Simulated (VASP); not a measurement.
**TiB2: single point with PBEsol**

Crystal: TiB2.

```
CELL_PARAMETERS angstrom
3.02920 0.00000 0.00000
-1.51460 2.62336 0.00000
0.00000 0.00000 3.22840
ATOMIC_POSITIONS crystal
Ti 0.00000 0.00000 0.00000
B 0.33333 0.66667 0.50000
B 0.66667 0.33333 0.50000
```

```yaml
Program: VASP 6.6.1
Task: single point
Functional: PBEsol
Potentials_or_basis: VASP PAW PBE potentials, release 64 (Ti_sv, B)
Cutoff: 520 eV
k_mesh: 10 × 10 × 9
Occupations: methfessel-paxton, width 0.1 eV
Spin: no spin polarisation
Dipole_correction: no
Further_INCAR_settings: ALGO = Normal; EDIFF = 1e-06; NBANDS = 16
```

The pressure is -4.7 GPa. The band gap on the k mesh is zero (band 9 reaches 10.09 eV, above the bottom of band 10 at 9.73 eV).

Stress tensor (GPa, compression positive):
```
-3.87  0.00  0.00
 0.00 -3.87  0.00
 0.00  0.00 -6.28
```

Levels at points of the mesh, in eV from the Fermi level:
```csv
k point,band 5,band 6,band 7,band 8,band 9,band 10,band 11,band 12,band 13,band 14
"(0.00, 0.00, 0.00)",-13.39,-2.52,-2.52,-2.23,-2.07,1.97,1.97,3.76,3.76,5.85
"(0.50, 0.00, 0.00)",-9.28,-9.10,-3.17,-3.15,-2.21,1.41,2.83,3.31,3.46,7.50
```

It took 21 s on 1 thread of Intel Xeon 6975P-C, on a shared host, peak memory 0.16 GiB.

Caveat: the PAW data sets were made with another functional, which shifts forces and pressure a little.
